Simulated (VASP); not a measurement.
# SiO2 (Cccm) in VASP: settings compared, part 2 of 2

VASP 6.6.1. The steps go on from the part before.

## 3. Electric field gradients, RPBE

Input file INCAR:

```
PREC = Accurate
ENCUT = 520
EDIFF = 1E-8
ISMEAR = -1
SIGMA = 0.02
LREAL = Auto
LASPH = T
NELM = 80
ALGO = Normal
ISIF = 2
LWAVE = F
LCHARG = F
GGA = RP
LEFG = T
NBANDS = 101
LUSENCCL = F
```

Input file KPOINTS:

```
Automatic mesh
0
Gamma
  3 3 3
```

Input file POSCAR:

```
SiO2
1.0
    5.1427302150     -5.9969844750      0.0000000000
    5.1427302150      5.9969844750      0.0000000000
    0.0000000000      0.0000000000     10.0661181600
Si O
10 20
Direct
    0.8210784900      0.3911644100      0.3489713500
    0.6088355900      0.1789215100      0.1510286500
    0.3911644100      0.8210784900      0.1510286500
    0.1789215100      0.6088355900      0.3489713500
    0.1789215100      0.6088355900      0.6510286500
    0.3911644100      0.8210784900      0.8489713500
    0.6088355900      0.1789215100      0.8489713500
    0.8210784900      0.3911644100      0.6510286500
    0.5000000000      0.5000000000      0.2500000000
    0.5000000000      0.5000000000      0.7500000000
    0.6704298200      0.5096419200      0.3406741600
    0.4903580800      0.3295701800      0.1593258400
    0.5096419200      0.6704298200      0.1593258400
    0.3295701800      0.4903580800      0.3406741600
    0.3295701800      0.4903580800      0.6593258400
    0.5096419200      0.6704298200      0.8406741600
    0.4903580800      0.3295701800      0.8406741600
    0.6704298200      0.5096419200      0.6593258400
    0.8378006300      0.3265787100      0.5000000000
    0.6734212900      0.1621993700      0.0000000000
    0.3265787100      0.8378006300      0.0000000000
    0.1621993700      0.6734212900      0.5000000000
    0.7705709500      0.2294290500      0.2500000000
    0.2294290500      0.7705709500      0.2500000000
    0.2294290500      0.7705709500      0.7500000000
    0.7705709500      0.2294290500      0.7500000000
    0.0000000000      0.5000000000      0.3020924800
    0.5000000000      0.0000000000      0.1979075200
    0.0000000000      0.5000000000      0.6979075200
    0.5000000000      0.0000000000      0.8020924800
```

Potentials or basis: VASP PAW PBE potentials, release 64 (Si, O).

Launch:

```console
$ cat potpaw_PBE.64/Si/POTCAR potpaw_PBE.64/O/POTCAR > POTCAR
$ mpirun -np 1 vasp_std > vasp.out
```

OUTCAR:

```text
PREC = Accurate
   ENCUT = 520
   EDIFF = 1E-8
   ISMEAR = -1
   LREAL = Auto
   LASPH = T
   NELM = 80
   ISIF = 2
   GGA = RP

 ion  position               nearest neighbor table
   1  0.821  0.391  0.349-  27 1.61  19 1.62  23 1.62  11 1.62   2 2.96   9 2.97   8 3.04   4 3.08

   2  0.609  0.179  0.151-  28 1.61  20 1.62  23 1.62  12 1.62   1 2.96   9 2.97   7 3.04   3 3.08

   3  0.391  0.821  0.151-  28 1.61  21 1.62  24 1.62  13 1.62   4 2.96   9 2.97   6 3.04   2 3.08
[... 33 lines left out ...]
  29  0.000  0.500  0.698-   5 1.61   8 1.61
  30  0.500  0.000  0.802-   6 1.61   7 1.61

  LATTYP: Found a base centered orthorhombic cell.
 ALAT       =    10.2854604300
 B/A-ratio  =     1.1661090946
 C/A-ratio  =     0.9786745308

  Lattice vectors:

 A1 = (   5.1427302150,  -5.9969844750,   0.0000000000)
 A2 = (   5.1427302150,   5.9969844750,   0.0000000000)
 A3 = (   0.0000000000,   0.0000000000,  10.0661181600)

Analysis of symmetry for initial positions (statically):
=====================================================================
 Subroutine PRICEL returns:
 Original cell was already a primitive cell.

 Routine SETGRP: Setting up the symmetry group for a
 base centered orthorhombic supercell.

 Subroutine GETGRP returns: Found  8 space group operations
 (whereof  4 operations were pure point group operations)
 out of a pool of  8 trial point group operations.

The static configuration has the point symmetry C_2h.
 The point group associated with its full space group is D_2h.

Analysis of symmetry for dynamics (positions and initial velocities):
=====================================================================
 Subroutine PRICEL returns:
 Original cell was already a primitive cell.
[... 975 lines left out ...]
  energy-cutoff  :      520.00
  volume of cell :      620.90
      direct lattice vectors                 reciprocal lattice vectors
     5.142730215 -5.996984475  0.000000000     0.097224622 -0.083375237  0.000000000
     5.142730215  5.996984475  0.000000000     0.097224622  0.083375237 -0.000000000
     0.000000000  0.000000000 10.066118160    -0.000000000  0.000000000  0.099343161

 POSITION                                       TOTAL-FORCE (eV/Angst)
 -----------------------------------------------------------------------------------
      6.23424     -2.57819      3.51279        -0.045443      0.032688     -0.023673
      4.05122     -2.57819      1.52027         0.045443      0.032688      0.023673
      6.23424      2.57819      1.52027        -0.045443     -0.032688      0.023673
      4.05122      2.57819      3.51279         0.045443     -0.032688     -0.023673
      4.05122      2.57819      6.55333         0.045443     -0.032688      0.023673
      6.23424      2.57819      8.54585        -0.045443     -0.032688     -0.023673
[... 22 lines left out ...]
      2.57137      2.99849      7.02522        -0.000000     -0.000000      0.458727
      2.57137     -2.99849      8.07396        -0.000000     -0.000000     -0.458727
 -----------------------------------------------------------------------------------
    total drift:                                0.000000      0.000000      0.000000

  FREE ENERGIE OF THE ION-ELECTRON SYSTEM (eV)
  ---------------------------------------------------
  free  energy   TOTEN  =      -227.0878290537 eV

  energy  without entropy=     -227.0878290537  energy(sigma->0) =     -227.08782905

 Electric field gradients (V/A^2)
---------------------------------------------------------------------
 ion       V_xx      V_yy      V_zz      V_xy      V_xz      V_yz
---------------------------------------------------------------------
   1      -5.699     9.745    -4.046     8.502    -6.300     3.023
   2      -5.699     9.745    -4.046    -8.502    -6.300    -3.023
   3      -5.699     9.745    -4.046    -8.502     6.300     3.023
   4      -5.699     9.745    -4.046     8.502     6.300    -3.023
   5      -5.699     9.745    -4.046     8.502    -6.300     3.023
   6      -5.699     9.745    -4.046    -8.502    -6.300    -3.023
[... 22 lines left out ...]
  29      79.598   -40.722   -38.875   -35.406     0.000     0.000
  30      79.598   -40.722   -38.875    35.406     0.000     0.000
---------------------------------------------------------------------

 Electric field gradients after diagonalization (V/A^2)
 (convention: |V_zz| > |V_xx| > |V_yy|)
----------------------------------------------------------------------
 ion       V_xx      V_yy      V_zz     asymmetry (V_yy - V_xx)/ V_zz
----------------------------------------------------------------------
   1      13.511     0.735   -14.246       0.897
   2      13.511     0.735   -14.246       0.897
   3      13.511     0.735   -14.246       0.897
   4      13.511     0.735   -14.246       0.897
   5      13.511     0.735   -14.246       0.897
   6      13.511     0.735   -14.246       0.897
[... 22 lines left out ...]
  29     -50.368   -38.875    89.243       0.129
  30     -50.368   -38.875    89.243       0.129
----------------------------------------------------------------------

           NMR quadrupolar parameters

 Cq : quadrupolar parameter    Cq=e*Q*V_zz/h
 eta: asymmetry parameters     (V_yy - V_xx)/ V_zz
 Q  : nuclear electric quadrupole moment in mb (millibarn)
----------------------------------------------------------------------
 ion       Cq(MHz)       eta       Q (mb)
----------------------------------------------------------------------
   1      -0.034       0.897       1.000
   2      -0.034       0.897       1.000
   3      -0.034       0.897       1.000
   4      -0.034       0.897       1.000
   5      -0.034       0.897       1.000
   6      -0.034       0.897       1.000
[... 22 lines left out ...]
  29       0.216       0.129       1.000
  30       0.216       0.129       1.000
----------------------------------------------------------------------
```

OSZICAR:

```text
N       E                     dE             d eps       ncg     rms          rms(c)
DAV:   1     0.132528619334E+04    0.13253E+04   -0.77289E+04  1664   0.138E+03
DAV:   2    -0.105601651377E+03   -0.14309E+04   -0.13904E+04  2082   0.336E+02
DAV:   3    -0.255916141721E+03   -0.15031E+03   -0.14968E+03  1904   0.117E+02
[... 14 lines left out ...]
DAV:  18    -0.227087828678E+03   -0.73061E-06   -0.63676E-07  1816   0.279E-03    0.152E-03
DAV:  19    -0.227087828982E+03   -0.30355E-06   -0.31236E-07  1840   0.195E-03    0.810E-04
DAV:  20    -0.227087829039E+03   -0.57367E-07   -0.31900E-08  1608   0.903E-04    0.463E-04
DAV:  21    -0.227087829052E+03   -0.12926E-07   -0.18299E-08  1256   0.483E-04    0.136E-04
DAV:  22    -0.227087829054E+03   -0.15261E-08   -0.26233E-09  1288   0.199E-04
   1 F= -.22708783E+03 E0= -.22708783E+03  d E =-.742463E-11
```

It took 2.4 min on 1 × NVIDIA H100 80GB with 1 thread of AMD EPYC 7R13 (Zen 3), shared host; peak memory 1.7 GiB.

Results:

```
Free energy                             : -227.0878 eV
Pressure                                : 4.7 GPa
Largest force                           : 0.669 eV/Å
Band gap on the k mesh                  : 5.75 eV
Largest electric field gradient by atom : Si -14.2, -21.3 (each value once); O +82.6, +87.6, +84.1, +89.2 (each value once) V/Å²
```

Forces in eV/Å, atoms in the order of the input:
```
Si  -0.045  0.033 -0.024
Si   0.045  0.033  0.024
Si  -0.045 -0.033  0.024
Si   0.045 -0.033 -0.024
Si   0.045 -0.033  0.024
Si  -0.045 -0.033 -0.024
Si   0.045  0.033 -0.024
Si  -0.045  0.033  0.024
Si   0.000  0.000  0.000
Si   0.000  0.000  0.000
O    0.393  0.312  0.369
O   -0.393  0.312 -0.369
O    0.393 -0.312 -0.369
O   -0.393 -0.312  0.369
O   -0.393 -0.312 -0.369
O    0.393 -0.312  0.369
O   -0.393  0.312  0.369
O    0.393  0.312 -0.369
O   -0.279 -0.448  0.000
O    0.279 -0.448  0.000
O   -0.279  0.448  0.000
O    0.279  0.448  0.000
O    0.000 -0.669  0.000
O    0.000  0.669  0.000
O    0.000  0.669  0.000
O    0.000 -0.669  0.000
O    0.000  0.000 -0.459
O    0.000  0.000  0.459
O    0.000  0.000  0.459
O    0.000  0.000 -0.459
```

Electric field gradients, principal values (V/Å²):
```csv
atom,least,middle,greatest (by size)
1 Si,0.735,13.511,-14.246
2 Si,0.735,13.511,-14.246
3 Si,0.735,13.511,-14.246
4 Si,0.735,13.511,-14.246
5 Si,0.735,13.511,-14.246
6 Si,0.735,13.511,-14.246
7 Si,0.735,13.511,-14.246
8 Si,0.735,13.511,-14.246
9 Si,8.103,13.206,-21.309
10 Si,8.103,13.206,-21.309
11 O,-32.148,-50.437,82.586
12 O,-32.148,-50.437,82.586
13 O,-32.148,-50.437,82.586
14 O,-32.148,-50.437,82.586
15 O,-32.148,-50.437,82.586
16 O,-32.148,-50.437,82.586
17 O,-32.148,-50.437,82.586
18 O,-32.148,-50.437,82.586
19 O,-31.238,-56.314,87.552
20 O,-31.238,-56.314,87.552
21 O,-31.238,-56.314,87.552
22 O,-31.238,-56.314,87.552
23 O,-31.350,-52.703,84.052
24 O,-31.350,-52.703,84.052
25 O,-31.350,-52.703,84.052
26 O,-31.350,-52.703,84.052
27 O,-38.875,-50.368,89.243
28 O,-38.875,-50.368,89.243
29 O,-38.875,-50.368,89.243
30 O,-38.875,-50.368,89.243
```

Caveat: the cell stands under pressure; without QUAD_EFG the Cq values of the log hold for a quadrupole moment of 1 mb, not for the nuclei; the PAW data sets were made with another functional, which shifts forces and pressure a little. A k mesh can miss the band edges.

## 4. Electric field gradients, r2SCAN

POSCAR is that of step 3.

Input file INCAR.step1:

```
SYSTEM = SiO2
PREC = Accurate
ENCUT = 520
ISMEAR = -1
SIGMA = 0.02
LREAL = Auto
LASPH = .True.
NELM = 60
NBANDS = 101
GGA = PE
ALGO = Normal
EDIFF = 1E-4
LWAVE = .True.
LCHARG = .False.
LUSENCCL = .False.
```

Input file INCAR.step2:

```
SYSTEM = SiO2
PREC = Accurate
ENCUT = 520
EDIFF = 1E-8
ISMEAR = -1
SIGMA = 0.02
LREAL = Auto
LASPH = .True.
NELM = 60
ALGO = Normal
ISIF = 2
LWAVE = .False.
LCHARG = .False.
METAGGA = R2SCAN
LMIXTAU = .True.
LEFG = .True.
NBANDS = 101
ISTART = 1
LUSENCCL = .False.
```

Input file KPOINTS:

```
regular mesh
0
Gamma
  3 3 3
  0 0 0
```

Potentials or basis: VASP PAW PBE potentials, release 64 (Si, O).

Launch:

```console
$ cat potpaw_PBE.64/Si/POTCAR potpaw_PBE.64/O/POTCAR > POTCAR
$ cp INCAR.step1 INCAR
$ mpirun -np 1 vasp_std > vasp.out
$ cp INCAR.step2 INCAR
$ mpirun -np 1 vasp_std > vasp.out
```

OUTCAR:

```text
SYSTEM = SiO2
   PREC = Accurate
   ENCUT = 520
   EDIFF = 1E-8
   ISMEAR = -1
   LREAL = Auto
   LASPH = .True.
   NELM = 60
   ISIF = 2
   METAGGA = R2SCAN
   ISTART = 1

 ion  position               nearest neighbor table
   1  0.821  0.391  0.349-  27 1.61  19 1.62  23 1.62  11 1.62   2 2.96   9 2.97   8 3.04   4 3.08

   2  0.609  0.179  0.151-  28 1.61  20 1.62  23 1.62  12 1.62   1 2.96   9 2.97   7 3.04   3 3.08

   3  0.391  0.821  0.151-  28 1.61  21 1.62  24 1.62  13 1.62   4 2.96   9 2.97   6 3.04   2 3.08
[... 33 lines left out ...]
  29  0.000  0.500  0.698-   5 1.61   8 1.61
  30  0.500  0.000  0.802-   6 1.61   7 1.61

  LATTYP: Found a base centered orthorhombic cell.
 ALAT       =    10.2854604300
 B/A-ratio  =     1.1661090946
 C/A-ratio  =     0.9786745308

  Lattice vectors:

 A1 = (   5.1427302150,  -5.9969844750,   0.0000000000)
 A2 = (   5.1427302150,   5.9969844750,   0.0000000000)
 A3 = (   0.0000000000,   0.0000000000,  10.0661181600)

Analysis of symmetry for initial positions (statically):
=====================================================================
 Subroutine PRICEL returns:
[... 1035 lines left out ...]
  free  energy   TOTEN  =      -296.6355129548 eV

  energy  without entropy=     -296.6355129548  energy(sigma->0) =     -296.63551295

 Electric field gradients (V/A^2)
---------------------------------------------------------------------
 ion       V_xx      V_yy      V_zz      V_xy      V_xz      V_yz
---------------------------------------------------------------------
   1      -5.608     9.617    -4.009     8.331    -6.250     2.960
   2      -5.608     9.617    -4.009    -8.331    -6.250    -2.960
   3      -5.608     9.617    -4.009    -8.331     6.250     2.960
   4      -5.608     9.617    -4.009     8.331     6.250    -2.960
   5      -5.608     9.617    -4.009     8.331    -6.250     2.960
   6      -5.608     9.617    -4.009    -8.331    -6.250    -2.960
[... 22 lines left out ...]
  29      77.916   -39.596   -38.319   -34.708     0.000    -0.000
  30      77.916   -39.596   -38.319    34.708     0.000     0.000
---------------------------------------------------------------------

 Electric field gradients after diagonalization (V/A^2)
 (convention: |V_zz| > |V_xx| > |V_yy|)
----------------------------------------------------------------------
 ion       V_xx      V_yy      V_zz     asymmetry (V_yy - V_xx)/ V_zz
----------------------------------------------------------------------
   1      13.292     0.752   -14.044       0.893
   2      13.292     0.752   -14.044       0.893
   3      13.292     0.752   -14.044       0.893
   4      13.292     0.752   -14.044       0.893
   5      13.292     0.752   -14.044       0.893
   6      13.292     0.752   -14.044       0.893
[... 22 lines left out ...]
  29     -49.082   -38.319    87.401       0.123
  30     -49.082   -38.319    87.401       0.123
----------------------------------------------------------------------

           NMR quadrupolar parameters

 Cq : quadrupolar parameter    Cq=e*Q*V_zz/h
 eta: asymmetry parameters     (V_yy - V_xx)/ V_zz
 Q  : nuclear electric quadrupole moment in mb (millibarn)
----------------------------------------------------------------------
 ion       Cq(MHz)       eta       Q (mb)
----------------------------------------------------------------------
   1      -0.034       0.893       1.000
   2      -0.034       0.893       1.000
   3      -0.034       0.893       1.000
   4      -0.034       0.893       1.000
   5      -0.034       0.893       1.000
   6      -0.034       0.893       1.000
[... 22 lines left out ...]
  29       0.211       0.123       1.000
  30       0.211       0.123       1.000
----------------------------------------------------------------------
```

OUTCAR.step1:

```text
SYSTEM = SiO2
   PREC = Accurate
   ENCUT = 520
   ISMEAR = -1
   LREAL = Auto
   LASPH = .True.
   NELM = 60
[... 1064 lines left out ...]
      6.23424      2.57819      8.54585        -0.037429     -0.033432     -0.012647
[... 22 lines left out ...]
      2.57137      2.99849      7.02522         0.000000      0.000000      0.320621
      2.57137     -2.99849      8.07396         0.000000      0.000000     -0.320621
 -----------------------------------------------------------------------------------
    total drift:                                0.000000      0.000000      0.000000

  FREE ENERGIE OF THE ION-ELECTRON SYSTEM (eV)
  ---------------------------------------------------
  free  energy   TOTEN  =      -236.2963859989 eV

  energy  without entropy=     -236.2963859988  energy(sigma->0) =     -236.29638600
```

OSZICAR.step1:

```text
N       E                     dE             d eps       ncg     rms          rms(c)
DAV:   1     0.130826760303E+04    0.13083E+04   -0.77199E+04  1672   0.138E+03
DAV:   2    -0.115035668552E+03   -0.14233E+04   -0.13818E+04  2079   0.335E+02
DAV:   3    -0.265635352687E+03   -0.15060E+03   -0.14996E+03  1888   0.117E+02
DAV:   4    -0.268723938652E+03   -0.30886E+01   -0.30798E+01  1952   0.185E+01
DAV:   5    -0.268806640723E+03   -0.82702E-01   -0.82618E-01  1936   0.282E+00    0.462E+01
DAV:   6    -0.236537578465E+03    0.32269E+02   -0.13764E+02  1840   0.351E+01    0.217E+01
DAV:   7    -0.236428021243E+03    0.10956E+00   -0.40777E+00  2048   0.553E+00    0.804E+00
DAV:   8    -0.236305748823E+03    0.12227E+00   -0.23079E-01  1944   0.194E+00    0.313E+00
DAV:   9    -0.236284740252E+03    0.21009E-01   -0.12876E-01  1952   0.134E+00    0.576E-01
DAV:  10    -0.236295478126E+03   -0.10738E-01   -0.19036E-02  1776   0.433E-01    0.228E-01
DAV:  11    -0.236296154602E+03   -0.67648E-03   -0.67775E-03  1792   0.298E-01    0.916E-02
DAV:  12    -0.236296479474E+03   -0.32487E-03   -0.83159E-04  1856   0.118E-01    0.745E-02
DAV:  13    -0.236296385999E+03    0.93475E-04   -0.14700E-04  1240   0.543E-02
   1 F= -.23629639E+03 E0= -.23629639E+03  d E =-.612939E-12
```

Run time: 4.2 min. Hardware: 1 × NVIDIA H100 80GB with 1 thread of AMD EPYC 7R13 (Zen 3), shared host; peak memory 1.8 GiB.

Results:

```yaml
Free_energy: -296.6355 eV
Pressure: 0.2 GPa
Largest_force: 0.030 eV/Å
Band_gap_on_the_k_mesh: 6.60 eV
Largest_electric_field_gradient_by_atom: Si -14.0, -21.3 (each value once); O +80.9, +85.5, +82.7, +87.4 (each value once) V/Å²
```

Forces on the atoms (eV/Å):
```
Si  -0.008  0.007 -0.006
Si   0.008  0.007  0.006
Si  -0.008 -0.007  0.006
Si   0.008 -0.007 -0.006
Si   0.008 -0.007  0.006
Si  -0.008 -0.007 -0.006
Si   0.008  0.007 -0.006
Si  -0.008  0.007  0.006
Si   0.000  0.000  0.000
Si   0.000  0.000  0.000
O    0.021  0.015  0.016
O   -0.021  0.015 -0.016
O    0.021 -0.015 -0.016
O   -0.021 -0.015  0.016
O   -0.021 -0.015 -0.016
O    0.021 -0.015  0.016
O   -0.021  0.015  0.016
O    0.021  0.015 -0.016
O   -0.012  0.004  0.000
O    0.012  0.004  0.000
O   -0.012 -0.004  0.000
O    0.012 -0.004  0.000
O    0.000 -0.001  0.000
O    0.000  0.001  0.000
O    0.000  0.001  0.000
O    0.000 -0.001  0.000
O    0.000  0.000 -0.013
O    0.000  0.000  0.013
O    0.000  0.000  0.013
O    0.000  0.000 -0.013
```

Electric field gradients, principal values (V/Å²):
| atom | least | middle | greatest (by size) |
| --- | --- | --- | --- |
| 1 Si | 0.752 | 13.292 | -14.044 |
| 2 Si | 0.752 | 13.292 | -14.044 |
| 3 Si | 0.752 | 13.292 | -14.044 |
| 4 Si | 0.752 | 13.292 | -14.044 |
| 5 Si | 0.752 | 13.292 | -14.044 |
| 6 Si | 0.752 | 13.292 | -14.044 |
| 7 Si | 0.752 | 13.292 | -14.044 |
| 8 Si | 0.752 | 13.292 | -14.044 |
| 9 Si | 8.100 | 13.157 | -21.257 |
| 10 Si | 8.100 | 13.157 | -21.257 |
| 11 O | -32.180 | -48.681 | 80.860 |
| 12 O | -32.180 | -48.681 | 80.860 |
| 13 O | -32.180 | -48.681 | 80.860 |
| 14 O | -32.180 | -48.681 | 80.860 |
| 15 O | -32.180 | -48.681 | 80.860 |
| 16 O | -32.180 | -48.681 | 80.860 |
| 17 O | -32.180 | -48.681 | 80.860 |
| 18 O | -32.180 | -48.681 | 80.860 |
| 19 O | -30.864 | -54.651 | 85.514 |
| 20 O | -30.864 | -54.651 | 85.514 |
| 21 O | -30.864 | -54.651 | 85.514 |
| 22 O | -30.864 | -54.651 | 85.514 |
| 23 O | -31.477 | -51.264 | 82.741 |
| 24 O | -31.477 | -51.264 | 82.741 |
| 25 O | -31.477 | -51.264 | 82.741 |
| 26 O | -31.477 | -51.264 | 82.741 |
| 27 O | -38.319 | -49.082 | 87.401 |
| 28 O | -38.319 | -49.082 | 87.401 |
| 29 O | -38.319 | -49.082 | 87.401 |
| 30 O | -38.319 | -49.082 | 87.401 |

Caveat: without QUAD_EFG the Cq values of the log hold for a quadrupole moment of 1 mb, not for the nuclei; the PAW data sets were made with another functional, which shifts forces and pressure a little. A k mesh can miss the band edges.

## 5. Overview

| level | gap on the mesh (eV) | pressure (GPa) | largest force (eV/Å) |
| --- | --- | --- | --- |
| PBE | 5.80 | 3.2 | 0.47 |
| RPBE | 5.75 | 4.7 | 0.67 |
| r2SCAN | 6.60 | 0.2 | 0.03 |

Alike in all rows: task electric field gradients; potentials or basis VASP PAW PBE potentials, release 64 (Si, O); no spin polarisation; cell as given; k mesh 3 × 3 × 3; cutoff (eV) 520; smearing fermi-dirac 0.02 eV.

On the cell as given the gap runs from 5.75 eV (RPBE) to 6.60 eV (r2SCAN). The pressure there spans 0.2 GPa (r2SCAN) to 4.7 GPa (RPBE); a positive pressure means that this level wants a larger cell, a negative one a smaller.

Caveats: the cell stands under pressure (at least some runs); the PAW data sets were made with another functional, which shifts forces and pressure a little (at least some runs).

Total energies depend on the potentials used, so only differences within one code and one set of settings carry meaning.
